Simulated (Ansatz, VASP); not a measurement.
## One calculation of Os, two programs

INCAR

```
SYSTEM = Os
  PREC = Accurate
  ENCUT = 520
  EDIFF = 1E-7
  ISMEAR = -1
  SIGMA = 0.05
  LREAL = .FALSE.
  LASPH = .TRUE.
  NELM = 80
  ALGO = Normal
  ISIF = 2
  LWAVE = .FALSE.
  LCHARG = .TRUE.
  GGA = PE
  LELF = .TRUE.
  LVHAR = .TRUE.
  NBANDS = 15
```

KPOINTS

```
regular mesh
0
G
  15 15 9
  0 0 0
```

Contents of POSCAR:

```
Os
1.0
    2.7566968678      0.0000000000      0.0000000000
   -1.3783484340      2.3873695181      0.0000000000
    0.0000000000      0.0000000000      4.3554016190
Os
2
Direct
    0.3333333333      0.6666666667      0.2500000000
    0.6666666667      0.3333333333      0.7500000000
```

Input for Ansatz:

```yaml
crystal:
  lattice:
    - [2.7566968678, 0.0, 0.0]
    - [-1.378348434, 2.3873695181, 0.0]
    - [0.0, 0.0, 4.355401619]
  atoms:
    - { symbol: Os, position: [0.3333333333, 0.6666666667, 0.25] }
    - { symbol: Os, position: [0.6666666667, 0.3333333333, 0.75] }
kpoints:
  mp_grid: { grid: [15, 15, 9] }
scf:
  occupations: { method: fermi_dirac, width: 0.05 }
hamiltonian:
  xc: pbe
  pseudopotentials: { kind: all_electron, lapw: { basis_error: 0.0005 } }
output:
  forces: true
  stress: true
  eigenvalues: true
```

Change from the starting cell: volume scaled by 1.025.

Alike in both runs: task single point; functional PBE; k mesh 15 × 15 × 9; occupations fermi-dirac, width 0.05 eV; no spin polarisation.

|  | VASP | Ansatz |
| --- | --- | --- |
| version | VASP 6.6.1 | Ansatz 0.2.0 |
| potentials or method | VASP PAW PBE potentials, release 64 (Os), cutoff 520 eV | all-electron LAPW, scalar-relativistic |

|  | VASP | Ansatz | Ansatz less VASP |
| --- | --- | --- | --- |
| pressure (GPa) | -1.8 | -1.6 | +0.19 |
| traceless stress, the component that is largest in VASP (GPa) | 0.05 | 0.13 | +0.078 |

Ansatz ran all-electron here, and VASP with PAW potentials.

Neither program's run includes spin-orbit coupling.
